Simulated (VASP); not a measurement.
# BP (F-43m) in VASP: notebook, part 2 of 2

VASP 6.6.1. Earlier steps stand in the parts before.

## Step 4: Vibrations by perturbation theory, PBEsol

This run uses another cell than the first one, of 11.17 Å³/atom, 1.010 times its volume.

File INCAR:

```
SYSTEM = BP
PREC = Accurate
ENCUT = 520
EDIFF = 1E-8
ISMEAR = 0
SIGMA = 0.01
LREAL = .False.
LASPH = .True.
NELM = 100
ALGO = Normal
ISIF = 2
LWAVE = .False.
LCHARG = .False.
GGA = PS
NBANDS = 11
IBRION = 8
NSW = 1
LEPSILON = .True.
```

File KPOINTS:

```
regular mesh
0
Gamma
  10 10 10
  0 0 0
```

File POSCAR:

```
BP
1.0
    0.0000000000      2.2351752615      2.2351752615
    2.2351752615      0.0000000000      2.2351752615
    2.2351752615      2.2351752615      0.0000000000
B P
1 1
Direct
    0.0000000000      0.0000000000      0.0000000000
    0.7500000000      0.7500000000      0.7500000000
```

Potentials or basis: VASP PAW PBE potentials, release 64 (B, P).

Started as:

```bash
$ cat potpaw_PBE.64/B/POTCAR potpaw_PBE.64/P/POTCAR > POTCAR
$ mpirun -np 1 vasp_std > vasp.out
```

OUTCAR:

```text
SYSTEM = BP
   PREC = Accurate
   ENCUT = 520
   EDIFF = 1E-8
   ISMEAR = 0
   LREAL = .False.
   LASPH = .True.
   NELM = 100
   ISIF = 2
   GGA = PS
   IBRION = 8
   NSW = 1
   LEPSILON = .True.

 ion  position               nearest neighbor table
   1  0.000  0.000  0.000-   2 1.94   2 1.94   2 1.94   2 1.94
   2  0.750  0.750  0.750-   1 1.94   1 1.94   1 1.94   1 1.94

  LATTYP: Found a face centered cubic cell.
 ALAT       =     4.4703505230

  Lattice vectors:

 A1 = (   0.0000000000,   2.2351752615,   2.2351752615)
 A2 = (   2.2351752615,   0.0000000000,   2.2351752615)
 A3 = (   2.2351752615,   2.2351752615,   0.0000000000)

Analysis of symmetry for initial positions (statically):
[... 638 lines left out ...]
  z     0.00000     0.00000    -0.00000     9.00985     0.00000     0.00000

 SECOND DERIVATIVES (NOT SYMMETRIZED)
 ------------------------------------
               1X          1Y          1Z          2X          2Y          2Z
  1X   -20.701138    0.000000    0.000000   20.701138    0.000000    0.000000
  1Y     0.000000  -20.701138    0.000000    0.000000   20.701138    0.000000
  1Z     0.000000    0.000000  -20.701138    0.000000    0.000000   20.701138
  2X    20.699044    0.000000    0.000000  -20.699044    0.000000    0.000000
  2Y     0.000000   20.699044    0.000000    0.000000  -20.699044    0.000000
  2Z     0.000000    0.000000   20.699044    0.000000    0.000000  -20.699044

 Eigenvectors and eigenvalues of the dynamical matrix
 ----------------------------------------------------

   1 f  =   25.125851 THz   157.870377 2PiTHz  838.108172 cm-1   103.912123 meV
             X         Y         Z           dx          dy          dz
      0.000000  0.000000  0.000000     0.860982    0.000000    0.000000
      3.352763  3.352763  3.352763    -0.508635    0.000000    0.000000
[... 21 lines left out ...]
   6 f/i=    0.000557 THz     0.003497 2PiTHz    0.018563 cm-1     0.002301 meV
             X         Y         Z           dx          dy          dz
      0.000000  0.000000  0.000000    -0.215829    0.016501   -0.460277
      3.352763  3.352763  3.352763    -0.365340    0.027931   -0.779126

--------------------------------------------------------------------------------------------------------

 MACROSCOPIC STATIC DIELECTRIC TENSOR IONIC CONTRIBUTION
 ------------------------------------------------------
           0.165289     0.000000     0.000000
           0.000000     0.165289    -0.000000
           0.000000    -0.000000     0.165289
 ------------------------------------------------------

 ELASTIC MODULI CONTR FROM IONIC RELAXATION (kBar)
 Direction    XX          YY          ZZ          XY          YZ          ZX
 --------------------------------------------------------------------------------
 XX          -0.0000      0.0000     -0.0000      0.0000      0.0000      0.0000
 YY           0.0000     -0.0000      0.0000     -0.0000     -0.0000     -0.0000
 ZZ          -0.0000      0.0000     -0.0000      0.0000      0.0000      0.0000
 XY           0.0000     -0.0000      0.0000   -295.7813     -0.0000      0.0000
 YZ           0.0000     -0.0000      0.0000     -0.0000   -295.7813     -0.0000
 ZX           0.0000     -0.0000      0.0000      0.0000     -0.0000   -295.7813
 --------------------------------------------------------------------------------

 PIEZOELECTRIC TENSOR IONIC CONTR  for field in x, y, z        (C/m^2)
          XX          YY          ZZ          XY          YZ          ZX
  --------------------------------------------------------------------------------
  x    -0.00000     0.00000    -0.00000     0.00000     0.20806     0.00000
  y    -0.00000     0.00000    -0.00000    -0.00000     0.00000     0.20806
  z    -0.00000     0.00000    -0.00000     0.20806     0.00000    -0.00000
```

stdout:

```text
POSCAR found type information on POSCAR B P
 POSCAR found :  2 types and       2 ions
 scaLAPACK will be used
 -----------------------------------------------------------------------------
|                                                                             |
|                                                                             |
[... 39 lines left out ...]
 first order change of Fermi-energy   0.92184E-04
 force on displaced ion       1 direction 1 : -20.701  -0.000  -0.000
 Born effective charge ion    1 direction 1 :  -0.661   0.000   0.000
 Linear response progress:
 first order change of Fermi-energy   0.10919E-03
 force on displaced ion       2 direction 1 : -20.699   0.000   0.000
 Born effective charge ion    2 direction 1 :   0.642   0.000   0.000
 Born effective charges drift removed
 Linear response finished
```

Run time: 1.9 min. Hardware: 1 thread of Intel Xeon 6975P-C, shared host; peak memory 0.23 GiB.

What came out:

| Item | Value |
| --- | --- |
| Electronic dielectric tensor (diagonal) | 9.42 |
| Born charges (mean of the diagonal) | B -0.65; P +0.65 e |
| Highest phonon frequency at Γ, LO-TO splitting left out | 838 cm⁻¹ |

Phonon frequencies in cm⁻¹ (negative: imaginary):
```csv
q point,frequencies
"(0.000, 0.000, 0.000)",0 0 0 838 838 838
```

Electronic dielectric tensor:
```
9.42 0.00 0.00
0.00 9.42 0.00
0.00 0.00 9.42
```

Born effective charge tensors (e):
atom 1, B
```
-0.65  0.00  0.00
 0.00 -0.65  0.00
 0.00  0.00 -0.65
```
atom 2, P
```
0.65 0.00 0.00
0.00 0.65 0.00
0.00 0.00 0.65
```

Caveat: the cell wasn't relaxed at this level first, which shifts response properties; the PAW data sets were made with another functional, which shifts forces and pressure a little.

## Step 5: Vibrations by perturbation theory, PBEsol

This run uses another cell than the first one, of 10.26 Å³/atom, 0.928 times its volume.

File INCAR:

```
ALGO = Normal
EDIFF = 1E-8
ENCUT = 520
GGA = PS
IBRION = 8
ISIF = 2
ISMEAR = 0
LASPH = True
LCHARG = True
LEPSILON = True
LREAL = False
LWAVE = False
NELM = 80
NSW = 1
PREC = Accurate
SIGMA = 0.01
```

File KPOINTS:

```
k-points
0
Gamma
  12 12 12
```

File POSCAR:

```
BP
1.0
    0.0000000000      2.1727223639      2.1727223639
    2.1727223639      0.0000000000      2.1727223639
    2.1727223639      2.1727223639      0.0000000000
B P
1 1
Direct
    0.0000000000      0.0000000000      0.0000000000
    0.7500000000      0.7500000000      0.7500000000
```

Potentials or basis: VASP PAW PBE potentials, release 64 (B, P).

Started as:

```bash
$ cat potpaw_PBE.64/B/POTCAR potpaw_PBE.64/P/POTCAR > POTCAR
$ mpirun -np 1 vasp_std > vasp.out
```

OUTCAR:

```text
EDIFF = 1E-8
   ENCUT = 520
   GGA = PS
   IBRION = 8
   ISIF = 2
   ISMEAR = 0
   LASPH = True
   LEPSILON = True
   LREAL = False
   NELM = 80
   NSW = 1
   PREC = Accurate

 ion  position               nearest neighbor table
   1  0.000  0.000  0.000-   2 1.88   2 1.88   2 1.88   2 1.88
   2  0.750  0.750  0.750-   1 1.88   1 1.88   1 1.88   1 1.88

  LATTYP: Found a face centered cubic cell.
 ALAT       =     4.3454447278

[... 591 lines left out ...]
      3.259084  3.259084  3.259084    -0.000000   -0.508601    0.000000
[... 21 lines left out ...]
   6 f/i=    0.001700 THz     0.010685 2PiTHz    0.056722 cm-1     0.007033 meV
             X         Y         Z           dx          dy          dz
      0.000000  0.000000  0.000000    -0.505301   -0.057838    0.000000
      3.259084  3.259084  3.259084    -0.855417   -0.097913    0.000000

--------------------------------------------------------------------------------------------------------

 MACROSCOPIC STATIC DIELECTRIC TENSOR IONIC CONTRIBUTION
 ------------------------------------------------------
           0.314485    -0.000000    -0.000000
          -0.000000     0.314485     0.000000
          -0.000000     0.000000     0.314485
 ------------------------------------------------------

 ELASTIC MODULI CONTR FROM IONIC RELAXATION (kBar)
 Direction    XX          YY          ZZ          XY          YZ          ZX
 --------------------------------------------------------------------------------
 XX          -0.0000      0.0000      0.0000     -0.0000      0.0000     -0.0000
 YY           0.0000     -0.0000      0.0000     -0.0000     -0.0000      0.0000
 ZZ           0.0000      0.0000     -0.0000      0.0000     -0.0000     -0.0000
 XY          -0.0000     -0.0000      0.0000   -589.2702      0.0000      0.0000
 YZ           0.0000     -0.0000     -0.0000      0.0000   -589.2702      0.0000
 ZX          -0.0000      0.0000     -0.0000      0.0000      0.0000   -589.2702
 --------------------------------------------------------------------------------

 PIEZOELECTRIC TENSOR IONIC CONTR  for field in x, y, z        (C/m^2)
          XX          YY          ZZ          XY          YZ          ZX
  --------------------------------------------------------------------------------
  x    -0.00000     0.00000     0.00000     0.00000     0.40507    -0.00000
  y     0.00000    -0.00000     0.00000    -0.00000     0.00000     0.40507
  z     0.00000     0.00000    -0.00000     0.40507    -0.00000     0.00000
```

OSZICAR:

```text
N       E                     dE             d eps       ncg     rms          rms(c)
DAV:   1     0.111915341554E+02    0.11192E+02   -0.42736E+03  1152   0.916E+02
DAV:   2    -0.142111984733E+02   -0.25403E+02   -0.24235E+02  1736   0.119E+02
DAV:   3    -0.145012704153E+02   -0.29007E+00   -0.29007E+00  1464   0.160E+01
DAV:   4    -0.145017953945E+02   -0.52498E-03   -0.52498E-03  1776   0.672E-01
[... 145 lines left out ...]
RMM:   7    -0.403570525170E-01    0.53272E-07    0.12525E-07  7542   0.753E-04    0.151E-04
RMM:   8    -0.403560764109E-01    0.97611E-06    0.17054E-07  7700   0.175E-04    0.704E-05
RMM:   9    -0.403557722424E-01    0.30417E-06    0.94988E-08  7847   0.708E-05    0.839E-06
RMM:  10    -0.403557852758E-01   -0.13033E-07    0.70454E-10  7982   0.110E-05    0.118E-05
RMM:  11    -0.403557756620E-01    0.96138E-08   -0.38383E-09  7283   0.441E-06    0.836E-07
 Linear response finished
```

It took 5.6 min on 1 thread of Intel Xeon 8259CL, shared host; peak memory 0.24 GiB.

Results:

```
Electronic dielectric tensor (diagonal)                 : 9.35
Born charges (mean of the diagonal)                     : B -0.93; P +0.93 e
Highest phonon frequency at Γ, LO-TO splitting left out : 911 cm⁻¹
```

Phonon frequencies in cm⁻¹ (negative: imaginary):
```csv
q point,frequencies
"(0.000, 0.000, 0.000)",0 0 0 911 911 911
```

Electronic dielectric tensor:
```
9.35 0.00 0.00
0.00 9.35 0.00
0.00 0.00 9.35
```

Born effective charge tensors (e):
atom 1, B
```
-0.93  0.00  0.00
 0.00 -0.93  0.00
 0.00  0.00 -0.93
```
atom 2, P
```
0.93 0.00 0.00
0.00 0.93 0.00
0.00 0.00 0.93
```

Caveat: the cell wasn't relaxed at this level first, which shifts response properties; the PAW data sets were made with another functional, which shifts forces and pressure a little.
